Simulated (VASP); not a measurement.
# SnSe: electric field gradients with PBE

The system is SnSe.

```xyz
2
Lattice="0.0000 2.9999 2.9999 2.9999 0.0000 2.9999 2.9999 2.9999 0.0000" Properties=species:S:1:pos:R:3 pbc="T T T"
Sn    0.0000    0.0000    0.0000
Se    2.9999    2.9999    2.9999
```

This cell differs from its parent crystal: volume scaled by 0.99.

```yaml
Program: VASP 6.6.1
Task: electric field gradients
Functional: PBE
Potentials_or_basis: VASP PAW PBE potentials, release 64 (Sn_d, Se)
Cutoff: 520 eV
k_mesh: 9 × 9 × 9
Occupations: fermi-dirac, width 0.02 eV
Spin: no spin polarisation
Dipole_correction: no
Further_INCAR_settings: ALGO = Normal; EDIFF = 1e-08; NBANDS = 17
```

| Property | Result |
| --- | --- |
| Pressure | 1.6 GPa |

Levels at points of the mesh, in eV from the Fermi level:
| k point | band 7 | band 8 | band 9 | band 10 | band 11 | band 12 | band 13 | band 14 |
| --- | --- | --- | --- | --- | --- | --- | --- | --- |
| (0.00, 0.00, 0.00) | -5.28 | -2.46 | -2.46 | -2.46 | 4.11 | 4.11 | 4.11 | 5.61 |

It took 20 s on 1 thread of Intel(R) Xeon(R) Platinum 8375C CPU @ 2.90GHz (Ice Lake), with other jobs on the host, peak memory 0.19 GiB.

Caveat: this odd mesh misses L, where the gap lies, so gap, dielectric constants and Born charges aren't listed; without QUAD_EFG the Cq values of the log hold for a quadrupole moment of 1 mb, not for the nuclei; spin-orbit coupling is left out, which moves the levels of the heavy elements.
